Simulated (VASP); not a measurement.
A run of VASP 6.6.1:

INCAR

```
  PREC = Accurate
  ENCUT = 520
  EDIFF = 1E-6
  ISMEAR = 0
  SIGMA = 0.1
  LREAL = False
  LASPH = True
  NELM = 60
  ALGO = Fast
  ISIF = 2
  LWAVE = False
  LCHARG = False
  GGA = PE
  NBANDS = 12
```

Contents of KPOINTS:

```
Automatic mesh
0
Gamma
  22 22 20
```

File POSCAR:

```
Ga
1.0
    1.4605416631     -2.5354592135      0.0000000000
    1.4605416631      2.5354592135      0.0000000000
    0.0000000000      0.0000000000      2.7780740445
Ga
1
Direct
    0.5000000000      0.5000000000      0.0000000000
```

Potentials or basis: VASP PAW PBE potentials, release 64 (Ga_d).

Launch:

```console
$ cat potpaw_PBE.64/Ga_d/POTCAR > POTCAR
$ mpirun -np 1 vasp_std > vasp.out
```

Hardware: 1 thread of Intel(R) Xeon(R) Platinum 8488C (Sapphire Rapids), with other jobs on the host.

**Question.** Estimate the wall time of this run.

**Answer.** Run time: 2 min on 1 thread of Intel(R) Xeon(R) Platinum 8488C (Sapphire Rapids) (shared host), peak memory 0.43 GiB. Counts: scf iterations 11, k points 1463.
